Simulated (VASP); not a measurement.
# As (P6/mmm) in VASP: notebook

As is run at these levels: PBE; tasks: single point, relaxation of cell and atoms.

Program: VASP 6.6.1. These are calculated values, not measurements. Logs are shortened: lines on timing, memory, paths and dates and some standing lists are left out, and cuts for length are marked.

## Step 1: The cell of the first run

It takes space group P6/mmm (No. 191, hexagonal). The conventional cell has a = 4.566 Å, b = 4.566 Å, c = 2.834 Å, α = 90.00°, β = 90.00°, γ = 120.00°. Within 3.5 Å of As (site symmetry -6m2) lie 5 As at 2.64 to 2.83 Å.

## Step 2: Single point, PBE

INCAR

```
SYSTEM = As
ALGO = Normal
EDIFF = 1E-6
ENCUT = 520
GGA = PE
ISIF = 2
ISMEAR = 0
LASPH = .TRUE.
LCHARG = .FALSE.
LREAL = .FALSE.
LWAVE = .FALSE.
NBANDS = 12
NELM = 100
PREC = Accurate
SIGMA = 0.1
```

KPOINTS

```
k-points
0
G
  15 15 20
  0 0 0
```

POSCAR

```
As
1.0
    4.5662958412      0.0000000000      0.0000000000
   -2.2831479206      3.9545281997      0.0000000000
    0.0000000000      0.0000000000      2.8337550774
As
2
Direct
    0.3333333333      0.6666666667      0.0000000000
    0.6666666667      0.3333333333      0.0000000000
```

Potentials or basis: VASP PAW PBE potentials, release 64 (As).

Launch:

```
$ cat potpaw_PBE.64/As/POTCAR > POTCAR
$ mpirun -np 1 vasp_std > vasp.out
```

OUTCAR:

```text
SYSTEM = As
   EDIFF = 1E-6
   ENCUT = 520
   GGA = PE
   ISIF = 2
   ISMEAR = 0
   LASPH = .TRUE.
   LREAL = .FALSE.
   NELM = 100
   PREC = Accurate

 ion  position               nearest neighbor table
   1  0.333  0.667  0.000-   2 2.64   2 2.64   2 2.64
   2  0.667  0.333  0.000-   1 2.64   1 2.64   1 2.64

  LATTYP: Found a hexagonal cell.
 ALAT       =     4.5662958412
 C/A-ratio  =     0.6205807017

  Lattice vectors:

 A1 = (   4.5662958412,   0.0000000000,   0.0000000000)
 A2 = (  -2.2831479206,   3.9545281997,   0.0000000000)
 A3 = (   0.0000000000,   0.0000000000,   2.8337550774)

Analysis of symmetry for initial positions (statically):
=====================================================================
 Subroutine PRICEL returns:
 Original cell was already a primitive cell.

 Routine SETGRP: Setting up the symmetry group for a
 hexagonal supercell.

 Subroutine GETGRP returns: Found 24 space group operations
 (whereof 24 operations were pure point group operations)
 out of a pool of 24 trial point group operations.

The static configuration has the point symmetry D_6h.

Analysis of symmetry for dynamics (positions and initial velocities):
=====================================================================
 Subroutine PRICEL returns:
 Original cell was already a primitive cell.

 Routine SETGRP: Setting up the symmetry group for a
 hexagonal supercell.

 Subroutine GETGRP returns: Found 24 space group operations
 (whereof 24 operations were pure point group operations)
 out of a pool of 24 trial point group operations.

The dynamic configuration has the point symmetry D_6h.

 Subroutine INISYM returns: Found 24 space group operations
 (whereof 24 operations are pure point group operations),
 and found     1 'primitive' translations

----------------------------------------------------------------------------------------

                                     Primitive cell

  volume of cell :      51.1707

  direct lattice vectors                    reciprocal lattice vectors
     4.566295841  0.000000000  0.000000000     0.218995885  0.126437333  0.000000000
    -2.283147921  3.954528200  0.000000000     0.000000000  0.252874667  0.000000000
     0.000000000  0.000000000  2.833755077     0.000000000  0.000000000  0.352888649

  length of vectors
     4.566295841  4.566295841  2.833755077     0.252874667  0.252874667  0.352888649

  position of ions in fractional coordinates (direct lattice)
     0.333333333  0.666666667  0.000000000
     0.666666667  0.333333333  0.000000000

  ion indices of the primitive-cell ions
   primitive index   ion index
                 1           1
                 2           2

----------------------------------------------------------------------------------------

 KPOINTS: k-points

Automatic generation of k-mesh.
 Grid dimensions read from file:
 generate k-points for:   15   15   20

 Generating k-lattice:

  Cartesian coordinates                     Fractional coordinates (reciprocal lattice)
     0.014599726  0.008429156  0.000000000     0.066666667  0.000000000  0.000000000
     0.000000000  0.016858311  0.000000000     0.000000000  0.066666667  0.000000000
     0.000000000  0.000000000  0.017644432     0.000000000  0.000000000  0.050000000

  Length of vectors
     0.016858311  0.016858311  0.017644432

  Shift w.r.t. Gamma in fractional coordinates (k-lattice)
     0.000000000  0.000000000  0.000000000

 Subroutine IBZKPT returns following result:
 ===========================================

 Found    297 irreducible k-points:

 Following reciprocal coordinates:
            Coordinates               Weight
  0.000000  0.000000  0.000000      1.000000
  0.066667  0.000000  0.000000      6.000000
  0.133333  0.000000  0.000000      6.000000
  0.200000  0.000000  0.000000      6.000000
  0.266667  0.000000  0.000000      6.000000
  0.333333  0.000000  0.000000      6.000000
[... 16 lines left out ...]
  0.333333  0.200000  0.000000     12.000000
  0.400000  0.200000  0.000000      6.000000
 [... further k-points ...]
   k-points           NKPTS =    297   k-points in BZ     NKDIM =    297   number of bands    NBANDS=     12
   number of dos      NEDOS =    301   number of ions     NIONS =      2
   total plane-waves  NPLWV =  31104
   dimension x,y,z NGX =    36 NGY =   36 NGZ =   24
   dimension x,y,z NGXF=    72 NGYF=   72 NGZF=   48
   ions per type =               2
   NGX,Y,Z   is equivalent  to a cutoff of  13.11, 13.11, 14.08 a.u.
   NGXF,Y,Z  is equivalent  to a cutoff of  26.21, 26.21, 28.16 a.u.
 SYSTEM =  As
   PREC   = accura    normal or accurate (medium, high low for compatibility)
   ISTART =      0    job   : 0-new  1-cont  2-samecut
   ICHARG =      2    charge: 1-file 2-atom 10-const
   ISPIN  =      1    spin polarized calculation?
   LNONCOLLINEAR =      F non collinear calculations
   LSORBIT =      F    spin-orbit coupling
   LASPH  =      T    aspherical Exc in radial PAW
   ENCUT  =  520.0 eV  38.22 Ry    6.18 a.u.   8.49  8.49  5.27*2*pi/ulx,y,z
   NELM   =    100;   NELMIN=  2; NELMDL= -5     # of ELM steps
   EDIFF  = 0.1E-05   stopping-criterion for ELM
   LREAL  =      F    real-space projection
   EDIFFG = 0.1E-04   stopping-criterion for IOM
   NSW    =      0    number of steps for IOM
   IBRION =     -1    ionic relax: 0-MD 1-quasi-New 2-CG
   NFREE  =      0    steps in history (QN), initial steepest desc. (CG)
   ISIF   =      2    stress and relaxation
   ISYM   =      2    0-nonsym 1-usesym 2-fastsym
   POTIM  = 0.5000    time-step for ionic-motion
   TEBEG  =    0.0;   TEEND  =   0.0 temperature during run
   PSTRESS=    0.0 pullay stress
   NELECT =      10.0000    total number of electrons
   NUPDOWN=      -1.0000    fix difference up-down
   EMIN   =  10.00;   EMAX   =-10.00  energy-range for DOS
   EFERMI =   0.00;   METHOD = LEGACY
   ISMEAR =     0;   SIGMA  =   0.10  broadening in eV -4-tet -1-fermi 0-gaus
   EFERMI_NEDOS =   21; number of points for ismear=-14 and -15
   IALGO  =     38    algorithm
   IMIX   =      4    mixing-type and parameters
     AMIX     =   0.40;   BMIX     =  1.00
     AMIX_MAG =   1.60;   BMIX_MAG =  1.00
  volume/ion in A,a.u.               =      25.59       172.66
  Fermi-wavevector in a.u.,A,eV,Ry     =   0.950024  1.795285 12.279873  0.902545
  Thomas-Fermi vector in A             =   2.078362
   LORBIT       =      0    0 simple, 1 ext, 2 COOP (PROOUT), +10 PAW based schemes
   GGA     = PE    functional components
   LHFCALC =     F    Hartree Fock is set to
   AEXX    =    0.0000 exact exchange contribution
   IVDW    =     0    specifies the selected vdW correction
   LEPSILON=     F    determine dielectric tensor
   LRPA    =     F    only Hartree local field effects (RPA)
 non-spin polarized calculation
 Gauss-broadening in eV      SIGMA  =   0.10
  energy-cutoff  :      520.00
  volume of cell :       51.17
 maximum number of plane-waves:      1408
 NGX is ok and might be reduce to    36
   NGX = 17   NGY = 17   NGZ = 11

 number of electron      10.0000000 magnetization

 number of electron       9.9999998 magnetization

 Free energy of the ion-electron system (eV)
  ---------------------------------------------------
  ext. energy  EPLUGINS =         0.00000000
  ---------------------------------------------------
  free energy    TOTEN  =        -8.90660243 eV

  energy without entropy =       -8.90100880  energy(sigma->0) =       -8.90380561

 E-fermi :   3.9097     XC(G=0):  -9.0138

 val. band max:        3.9062806997   @ k =   0.4000   0.1333   0.5000
 cond. band min:       3.9172273525   @ k =   0.1333   0.0000   0.0500
 fundamental gap:      0.0109466528
 Fermi energy:         3.9097197040

 k-point     1 :       0.0000    0.0000    0.0000
  band No.  band energies     occupation
      1     -10.3379      2.00000
      2      -4.7392      2.00000
      3      -0.3748      2.00000
      4      -0.3748      2.00000
      5       3.9277      0.79932
      6       3.9277      0.79932
      7       7.0889      0.00000
      8       8.4994      0.00000
      9      10.9762      0.00000
     10      12.2349      0.00000
     11      18.0763      0.00000
     12      18.0763      0.00000

 k-point     2 :       0.0667    0.0000    0.0000
  band No.  band energies     occupation
      1     -10.3059      2.00000
      2      -4.8797      2.00000
      3      -0.4267      2.00000
      4      -0.2512      2.00000
      5       3.9011      1.09692
      6       4.0502      0.04690
      7       7.1162      0.00000
      8       8.6925      0.00000
      9      10.9166      0.00000
     10      12.2594      0.00000
     11      17.5148      0.00000
     12      17.7727      0.00000

 k-point     3 :       0.1333    0.0000    0.0000
  band No.  band energies     occupation
      1     -10.2105      2.00000
      2      -5.2476      2.00000
      3      -0.5628      2.00000
      4       0.0477      2.00000
      5       3.8785      1.34121
      6       4.3960      0.00000
      7       7.1974      0.00000
      8       9.2248      0.00000
      9      10.7467      0.00000
     10      12.3280      0.00000
     11      16.3597      0.00000
     12      16.9454      0.00000
[... 286 lines left out ...]
 k-point    23 :       0.3333    0.2000    0.0000
  band No.  band energies     occupation
      1      -8.9781      2.00000
      2      -7.7300      2.00000
      3      -1.8274      2.00000
      4       2.1434      2.00000
      5       4.5620      0.00000
      6       8.2101      0.00000
      7       8.3829      0.00000
      8       8.6974      0.00000
      9       9.1880      0.00000
     10      13.5113      0.00000
     11      13.8554      0.00000
     12      15.3981      0.00000

 k-point    24 :       0.4000    0.2000    0.0000
  band No.  band energies     occupation
      1      -8.8342      2.00000
      2      -7.9101      2.00000
      3      -1.8745      2.00000
      4       2.2000      2.00000
      5       4.7388      0.00000
      6       8.3224      0.00000
      7       8.3719      0.00000
      8       8.6546      0.00000
      9       9.0567      0.00000
     10      13.3305      0.00000
     11      13.8879      0.00000
     12      15.3509      0.00000

 [... further k-points ...]

------------------------ aborting loop because EDIFF is reached ----------------------------------------

  FORCE on cell =-STRESS in cart. coord.  units (eV):
  Direction    XX          YY          ZZ          XY          YZ          ZX
  --------------------------------------------------------------------------------------
  -------------------------------------------------------------------------------------
  Total        0.0520757      0.0520757      0.0240129      0.0000000      0.0000000      0.0000000
  in kB        1.6305138      1.6305138      0.7518545      0.0000000      0.0000000      0.0000000
  external PRESSURE =       1.3376273 kB  Pullay stress =       0.0000000 kB

 VOLUME and BASIS-vectors are now :
 -----------------------------------------------------------------------------
  energy-cutoff  :      520.00
  volume of cell :       51.17
      direct lattice vectors                 reciprocal lattice vectors
     4.566295841  0.000000000  0.000000000     0.218995885  0.126437333  0.000000000
    -2.283147921  3.954528200  0.000000000     0.000000000  0.252874667  0.000000000
     0.000000000  0.000000000  2.833755077     0.000000000  0.000000000  0.352888649

 POSITION                                       TOTAL-FORCE (eV/Angst)
 -----------------------------------------------------------------------------------
     -0.00000      2.63635      0.00000        -0.000000     -0.000000      0.000000
      2.28315      1.31818      0.00000         0.000000      0.000000      0.000000
 -----------------------------------------------------------------------------------
    total drift:                                0.000000      0.000000      0.000000

  FREE ENERGIE OF THE ION-ELECTRON SYSTEM (eV)
  ---------------------------------------------------
  free  energy   TOTEN  =        -8.9066024266 eV

  energy  without entropy=       -8.9010087976  energy(sigma->0) =       -8.90380561
```

It took 59 s on 1 thread of Intel Xeon Platinum 8488C (Sapphire Rapids), shared host; peak memory 0.29 GiB.

What came out:

```yaml
Free_energy: -8.9066 eV
Pressure: 0.1 GPa
Band_gap_on_the_k_mesh: zero (band 5 reaches 6.10 eV, above the bottom of band 6 at 2.04 eV)
```

## Step 3: Relaxation of cell and atoms, PBE

This run uses another cell than the first one, of 25.72 Å³/atom, 1.005 times its volume.

INCAR

```
PREC = Accurate
ENCUT = 600
EDIFF = 1E-7
ISMEAR = 0
SIGMA = 0.1
LREAL = False
LASPH = True
NELM = 100
ALGO = Normal
ISIF = 3
LWAVE = False
LCHARG = False
GGA = PE
IBRION = 2
NSW = 100
EDIFFG = -0.01
```

KPOINTS

```
Automatic mesh
0
Gamma
  15 15 20
```

POSCAR

```
As
1.0
    4.6722656330      0.0000000000      0.0000000000
   -2.3361328165      4.0463007314      0.0000000000
    0.0000000000      0.0000000000      2.7205761891
As
2
Direct
    0.3333333333      0.6666666667      0.0000000000
    0.6666666667      0.3333333333      0.0000000000
```

Potentials or basis: VASP PAW PBE potentials, release 64 (As).

Launch:

```
$ cat potpaw_PBE.64/As/POTCAR > POTCAR
$ mpirun -np 1 vasp_std > vasp.out
```

OUTCAR:

```text
PREC = Accurate
   ENCUT = 600
   EDIFF = 1E-7
   ISMEAR = 0
   LREAL = False
   LASPH = True
   NELM = 100
   ISIF = 3
   GGA = PE
   IBRION = 2
   NSW = 100
   EDIFFG = -0.01

 ion  position               nearest neighbor table
   1  0.333  0.667  0.000-   2 2.70   2 2.70   2 2.70
   2  0.667  0.333  0.000-   1 2.70   1 2.70   1 2.70

  LATTYP: Found a hexagonal cell.
 ALAT       =     4.6722656330
 C/A-ratio  =     0.5822820025

  Lattice vectors:

 A1 = (   4.6722656330,   0.0000000000,   0.0000000000)
 A2 = (  -2.3361328165,   4.0463007314,   0.0000000000)
 A3 = (   0.0000000000,   0.0000000000,   2.7205761891)

Analysis of symmetry for initial positions (statically):
=====================================================================
 Subroutine PRICEL returns:
 Original cell was already a primitive cell.

 Routine SETGRP: Setting up the symmetry group for a
 hexagonal supercell.

 Subroutine GETGRP returns: Found 24 space group operations
 (whereof 24 operations were pure point group operations)
 out of a pool of 24 trial point group operations.

The static configuration has the point symmetry D_6h.

Analysis of symmetry for dynamics (positions and initial velocities):
=====================================================================
 Subroutine PRICEL returns:
 Original cell was already a primitive cell.

 Routine SETGRP: Setting up the symmetry group for a
 hexagonal supercell.

 Subroutine GETGRP returns: Found 24 space group operations
 (whereof 24 operations were pure point group operations)
 out of a pool of 24 trial point group operations.

The dynamic configuration has the point symmetry D_6h.

 Subroutine INISYM returns: Found 24 space group operations
 (whereof 24 operations are pure point group operations),
 and found     1 'primitive' translations

[... 131 lines left out ...]
 NGX is ok and might be reduce to    40
   NGX = 19   NGY = 19   NGZ = 11

--------------------------------------- Ionic step        1  -------------------------------------------

 number of electron      10.0000001 magnetization

 Free energy of the ion-electron system (eV)
  ---------------------------------------------------
  ext. energy  EPLUGINS =         0.00000000
  ---------------------------------------------------
  free energy    TOTEN  =        -8.86134746 eV

  energy without entropy =       -8.85547696  energy(sigma->0) =       -8.85841221

------------------------ aborting loop because EDIFF is reached ----------------------------------------

  FORCE on cell =-STRESS in cart. coord.  units (eV):
  Direction    XX          YY          ZZ          XY          YZ          ZX
  --------------------------------------------------------------------------------------
  -------------------------------------------------------------------------------------
  Total       -0.8818107     -0.8818107      1.1829048      0.0000000      0.0000000      0.0000000
  in kB      -27.4687800    -27.4687800     36.8479911      0.0000000      0.0000000      0.0000000
  external PRESSURE =      -6.0298563 kB  Pullay stress =       0.0000000 kB
[... 131 lines left out ...]
--------------------------------------- Ionic step        5  -------------------------------------------

 number of electron      10.0000000 magnetization

 Free energy of the ion-electron system (eV)
  ---------------------------------------------------
  ext. energy  EPLUGINS =         0.00000000
  ---------------------------------------------------
  free energy    TOTEN  =        -8.90670250 eV

  energy without entropy =       -8.90116657  energy(sigma->0) =       -8.90393453

 E-fermi :   3.8897     XC(G=0):  -9.0037

 val. band max:        3.8850650782   @ k =   0.0667  -0.0000   0.0000
 cond. band min:       3.9011412779   @ k =   0.1333  -0.0000   0.0500
 fundamental gap:      0.0160761997
 Fermi energy:         3.8897395733

 k-point     1 :       0.0000    0.0000    0.0000
  band No.  band energies     occupation
      1     -10.3411      2.00000
      2      -4.7612      2.00000
      3      -0.3850      2.00000
      4      -0.3850      2.00000
      5       3.9115      0.75789
      6       3.9115      0.75789
      7       7.0620      0.00000
      8       8.4831      0.00000
      9      10.9354      0.00000
[... 265 lines left out ...]
 k-point    24 :       0.4000    0.2000    0.0000
  band No.  band energies     occupation
      1      -8.8413      2.00000
      2      -7.9194      2.00000
      3      -1.8804      2.00000
      4       2.1822      2.00000
      5       4.7147      0.00000
      6       8.2918      0.00000
      7       8.3554      0.00000
      8       8.6222      0.00000
      9       9.0237      0.00000

 [... further k-points ...]

------------------------ aborting loop because EDIFF is reached ----------------------------------------

  FORCE on cell =-STRESS in cart. coord.  units (eV):
  Direction    XX          YY          ZZ          XY          YZ          ZX
  --------------------------------------------------------------------------------------
  -------------------------------------------------------------------------------------
  Total        0.0084879      0.0084879     -0.0045558      0.0000000     -0.0000000      0.0000000
  in kB        0.2651708      0.2651708     -0.1423269      0.0000000     -0.0000000      0.0000000
  external PRESSURE =       0.1293383 kB  Pullay stress =       0.0000000 kB
[... 17 lines left out ...]
  FREE ENERGIE OF THE ION-ELECTRON SYSTEM (eV)
  ---------------------------------------------------
  free  energy   TOTEN  =        -8.9067024957 eV

  energy  without entropy=       -8.9011665725  energy(sigma->0) =       -8.90393453

 reached required accuracy - stopping structural energy minimisation
```

It took 4 min on 1 thread of Intel Xeon Platinum 8488C (Sapphire Rapids), shared host; peak memory 0.31 GiB.

What came out:

```yaml
Free_energy: -8.9067 eV
Relaxed_volume: 25.64 Å³/atom
Relaxed_cell: a = 4.570 Å, b = 4.570 Å, c = 2.836 Å, α = 90.00°, β = 90.00°, γ = 120.00°
Space_group_after_relaxing_to_0.05_Å: P6/mmm (No. 191)
Energy_gained_by_relaxing: 22.7 meV/atom
Ionic_steps: 5
Pressure_after_relaxing: 0.0 GPa
Band_gap_on_the_k_mesh: zero (band 5 reaches 6.08 eV, above the bottom of band 6 at 2.02 eV)
```

Step by step:
| step | energy change (eV) | largest force (eV/Å) | pressure (GPa) | volume (Å³) |
| --- | --- | --- | --- | --- |
| 1 | 0.0000 | 0.0000 | -0.60 | 51.43 |
| 2 | -0.0425 | 0.0000 | 0.48 | 50.67 |
| 3 | -0.0435 | 0.0000 | 0.76 | 50.53 |
| 4 | -0.0453 | 0.0000 | -0.08 | 51.38 |
| 5 | -0.0454 | 0.0000 | 0.01 | 51.28 |

Final structure:
```
CELL_PARAMETERS angstrom
4.56977 0.00000 0.00000
-2.28488 3.95754 0.00000
0.00000 0.00000 2.83575
ATOMIC_POSITIONS crystal
As 0.33333 0.66667 0.00000
As 0.66667 0.33333 0.00000
```
